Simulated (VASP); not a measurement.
# GaN (F-43m) in VASP: density of states with PBE

Aim: the density of states of GaN with PBE.

Program: VASP 6.6.1. These are calculated values, not measurements. Logs are shortened: lines on timing, memory, paths and dates and some standing lists are left out, and cuts for length are marked.

**1. The cell of the first run**

Symmetry: F-43m, No. 216, cubic system. Conventional cell: a = 4.507 Å, b = 4.507 Å, c = 4.507 Å, α = 90.00°, β = 90.00°, γ = 90.00°. Ga (site symmetry -43m) has 4 N at 1.95 Å within 2.6 Å. N (site symmetry -43m) has 4 Ga at 1.95 Å within 2.6 Å.

**2. Density of states, PBE**

File POSCAR:

```
GaN
1.0
    0.0000000000      2.2535006075      2.2535006075
    2.2535006075      0.0000000000      2.2535006075
    2.2535006075      2.2535006075      0.0000000000
Ga N
1 1
Direct
    0.0000000000      0.0000000000      0.0000000000
    0.7500000000      0.7500000000      0.7500000000
```

File INCAR.step1:

```
SYSTEM = GaN
ALGO = Normal
EDIFF = 1E-6
ENCUT = 520
GGA = PE
ISIF = 2
ISMEAR = 0
LASPH = .True.
LCHARG = .True.
LREAL = .False.
LWAVE = .False.
NBANDS = 16
NELM = 100
PREC = Accurate
SIGMA = 0.05
```

File KPOINTS.step1:

```
k-points
0
Gamma
  12 12 12
  0 0 0
```

File INCAR.step2:

```
SYSTEM = GaN
ALGO = Normal
EDIFF = 1E-6
ENCUT = 520
GGA = PE
ICHARG = 11
ISIF = 2
ISMEAR = -5
LASPH = .True.
LCHARG = .False.
LORBIT = 11
LREAL = .False.
LWAVE = .False.
NBANDS = 16
NEDOS = 2001
NELM = 100
PREC = Accurate
SIGMA = 0.05
```

File KPOINTS.step2:

```
k-points
0
Gamma
  18 18 18
  0 0 0
```

Potentials or basis: VASP PAW PBE potentials, release 64 (Ga_d, N).

Run with:

```
$ cat potpaw_PBE.64/Ga_d/POTCAR potpaw_PBE.64/N/POTCAR > POTCAR
$ cp INCAR.step1 INCAR
$ cp KPOINTS.step1 KPOINTS
$ mpirun -np 1 vasp_std > vasp.out
$ cp INCAR.step2 INCAR
$ cp KPOINTS.step2 KPOINTS
$ mpirun -np 1 vasp_std > vasp.out
```

OUTCAR:

```text
SYSTEM = GaN
   EDIFF = 1E-6
   ENCUT = 520
   GGA = PE
   ICHARG = 11
   ISIF = 2
   ISMEAR = -5
   LASPH = .True.
   LORBIT = 11
   LREAL = .False.
   NELM = 100
   PREC = Accurate

 ion  position               nearest neighbor table
   1  0.000  0.000  0.000-   2 1.95   2 1.95   2 1.95   2 1.95
   2  0.750  0.750  0.750-   1 1.95   1 1.95   1 1.95   1 1.95

  LATTYP: Found a face centered cubic cell.
 ALAT       =     4.5070012150

  Lattice vectors:

 A1 = (   0.0000000000,   2.2535006075,   2.2535006075)
 A2 = (   2.2535006075,   0.0000000000,   2.2535006075)
 A3 = (   2.2535006075,   2.2535006075,   0.0000000000)

Analysis of symmetry for initial positions (statically):
=====================================================================
 Subroutine PRICEL returns:
 Original cell was already a primitive cell.

 Routine SETGRP: Setting up the symmetry group for a
 face centered cubic supercell.

 Subroutine GETGRP returns: Found 24 space group operations
 (whereof 24 operations were pure point group operations)
 out of a pool of 48 trial point group operations.

The static configuration has the point symmetry T_d .

Analysis of symmetry for dynamics (positions and initial velocities):
=====================================================================
 Subroutine PRICEL returns:
 Original cell was already a primitive cell.

 Routine SETGRP: Setting up the symmetry group for a
 face centered cubic supercell.

 Subroutine GETGRP returns: Found 24 space group operations
 (whereof 24 operations were pure point group operations)
 out of a pool of 48 trial point group operations.

The dynamic configuration has the point symmetry T_d .

 Subroutine INISYM returns: Found 24 space group operations
 (whereof 24 operations are pure point group operations),
 and found     1 'primitive' translations

----------------------------------------------------------------------------------------

                                     Primitive cell

  volume of cell :      22.8877

  direct lattice vectors                    reciprocal lattice vectors
     0.000000000  2.253500607  2.253500607    -0.221877020  0.221877020  0.221877020
     2.253500607  0.000000000  2.253500607     0.221877020 -0.221877020  0.221877020
     2.253500607  2.253500607  0.000000000     0.221877020  0.221877020 -0.221877020

  length of vectors
     3.186931122  3.186931122  3.186931122     0.384302272  0.384302272  0.384302272

[... 88 lines left out ...]
   ISIF   =      2    stress and relaxation
   ISYM   =      2    0-nonsym 1-usesym 2-fastsym
   POTIM  = 0.5000    time-step for ionic-motion
   TEBEG  =    0.0;   TEEND  =   0.0 temperature during run
   PSTRESS=    0.0 pullay stress
   NELECT =      18.0000    total number of electrons
   NUPDOWN=      -1.0000    fix difference up-down
   EMIN   =  10.00;   EMAX   =-10.00  energy-range for DOS
   EFERMI =   0.00;   METHOD = LEGACY
   ISMEAR =    -5;   SIGMA  =   0.05  broadening in eV -4-tet -1-fermi 0-gaus
   EFERMI_NEDOS =   21; number of points for ismear=-14 and -15
   IALGO  =     38    algorithm
   IMIX   =      4    mixing-type and parameters
     AMIX     =   0.40;   BMIX     =  1.00
     AMIX_MAG =   1.60;   BMIX_MAG =  1.00
  volume/ion in A,a.u.               =      11.44        77.23
  Fermi-wavevector in a.u.,A,eV,Ry     =   1.511117  2.855596 31.068543  2.283473
  Thomas-Fermi vector in A             =   2.621216
   LORBIT       =     11    0 simple, 1 ext, 2 COOP (PROOUT), +10 PAW based schemes
   GGA     = PE    functional components
   LHFCALC =     F    Hartree Fock is set to
   AEXX    =    0.0000 exact exchange contribution
   IVDW    =     0    specifies the selected vdW correction
   LEPSILON=     F    determine dielectric tensor
   LRPA    =     F    only Hartree local field effects (RPA)
 non-spin polarized calculation
 Fermi weights with tetrahedron method with Bloechl corrections
  energy-cutoff  :      520.00
  volume of cell :       22.89
 maximum number of plane-waves:       636

 number of electron      18.0000004 magnetization

 Free energy of the ion-electron system (eV)
  ---------------------------------------------------
  ext. energy  EPLUGINS =         0.00000000
  ---------------------------------------------------
  free energy    TOTEN  =       -12.14217538 eV

  energy without entropy =      -12.14217538  energy(sigma->0) =      -12.14217538

 E-fermi :   5.2952     XC(G=0): -11.6669

 val. band max:        5.2802728415   @ k =   0.0000   0.0000   0.0000
 cond. band min:       7.0039484060   @ k =   0.0000   0.0000   0.0000
 fundamental gap:      1.7236755646
 Fermi energy:         5.2952448695

 k-point     1 :       0.0000    0.0000    0.0000
  band No.  band energies     occupation
      1     -10.6542      2.00000
      2      -8.1609      2.00000
      3      -8.1609      2.00000
      4      -8.1609      2.00000
      5      -7.8384      2.00000
      6      -7.8384      2.00000
[... 433 lines left out ...]
      3      -8.0959      2.00000
      4      -7.8572      2.00000
      5      -7.8459      2.00000
      6      -7.7821      2.00000
[... 8 lines left out ...]
     15      21.4471      0.00000
     16      23.2220      0.00000

 [... further k-points ...]

------------------------ aborting loop because EDIFF is reached ----------------------------------------

  FORCE on cell =-STRESS in cart. coord.  units (eV):
  Direction    XX          YY          ZZ          XY          YZ          ZX
  --------------------------------------------------------------------------------------
  -------------------------------------------------------------------------------------
  Total        0.5966920      0.5966920      0.5966920     -0.0000000     -0.0000000     -0.0000000
  in kB       41.7693577     41.7693577     41.7693577     -0.0000000     -0.0000000     -0.0000000
  external PRESSURE =      41.7693577 kB  Pullay stress =       0.0000000 kB

 VOLUME and BASIS-vectors are now :
 -----------------------------------------------------------------------------
  energy-cutoff  :      520.00
  volume of cell :       22.89
      direct lattice vectors                 reciprocal lattice vectors
     0.000000000  2.253500607  2.253500607    -0.221877020  0.221877020  0.221877020
     2.253500607  0.000000000  2.253500607     0.221877020 -0.221877020  0.221877020
     2.253500607  2.253500607  0.000000000     0.221877020  0.221877020 -0.221877020

 POSITION                                       TOTAL-FORCE (eV/Angst)
 -----------------------------------------------------------------------------------
      0.00000      0.00000      0.00000        -0.000000     -0.000000     -0.000000
      3.38025      3.38025      3.38025         0.000000      0.000000      0.000000
 -----------------------------------------------------------------------------------
    total drift:                               -0.000002     -0.000002     -0.000002

  FREE ENERGIE OF THE ION-ELECTRON SYSTEM (eV)
  ---------------------------------------------------
  free  energy   TOTEN  =       -12.1421753770 eV

  energy  without entropy=      -12.1421753770  energy(sigma->0) =      -12.14217538

 total charge

# of ion       s       p       d       tot
------------------------------------------
    1        0.790   0.899  10.178  11.867
    2        1.225   2.518   0.000   3.743
--------------------------------------------------
tot          2.015   3.417  10.178  15.610
```

OSZICAR.step1:

```text
N       E                     dE             d eps       ncg     rms          rms(c)
DAV:   1     0.813841671075E+02    0.81384E+02   -0.93872E+03  2536   0.201E+03
DAV:   2    -0.838499516342E+01   -0.89769E+02   -0.84140E+02  2600   0.329E+02
DAV:   3    -0.140798302690E+02   -0.56948E+01   -0.56738E+01  2752   0.704E+01
DAV:   4    -0.141429486923E+02   -0.63118E-01   -0.63112E-01  2832   0.787E+00
DAV:   5    -0.141437737134E+02   -0.82502E-03   -0.82502E-03  2824   0.816E-01    0.772E+00
DAV:   6    -0.121423104430E+02    0.20015E+01   -0.49045E+00  3488   0.397E+01    0.268E+00
DAV:   7    -0.121508743108E+02   -0.85639E-02   -0.31965E-01  2496   0.658E+00    0.177E+00
DAV:   8    -0.121472276966E+02    0.36466E-02   -0.58028E-02  2608   0.327E+00    0.795E-01
DAV:   9    -0.121429816012E+02    0.42461E-02   -0.14416E-02  3472   0.273E+00    0.201E-01
DAV:  10    -0.121433470972E+02   -0.36550E-03   -0.15278E-03  2648   0.541E-01    0.989E-02
DAV:  11    -0.121432455275E+02    0.10157E-03   -0.29163E-04  3448   0.263E-01    0.815E-03
DAV:  12    -0.121432509772E+02   -0.54498E-05   -0.30907E-05  2632   0.535E-02    0.105E-02
DAV:  13    -0.121432507250E+02    0.25228E-06   -0.68176E-07  2024   0.146E-02
   1 F= -.12143251E+02 E0= -.12143251E+02  d E =-.904443E-11
```

Run time: 2.1 min. Hardware: 1 thread of AMD EPYC 7R13, shared host; peak memory 0.16 GiB.

Results:

```yaml
Valence_electrons_inside_the_program's_atomic_spheres: Ga 11.87; N 3.74
```

Levels at points of the mesh, in eV from the valence-band top:
```csv
k point,band 7,band 8,band 9,band 10,band 11,band 12
"(0.00, 0.00, 0.00)",0.00,0.00,0.00,1.72,10.30,10.30
"(0.50, 0.00, 0.00)",-7.04,-0.97,-0.97,4.64,8.73,10.36
"(0.50, 0.50, 0.00)",-6.12,-2.70,-2.70,3.35,6.66,11.71
```
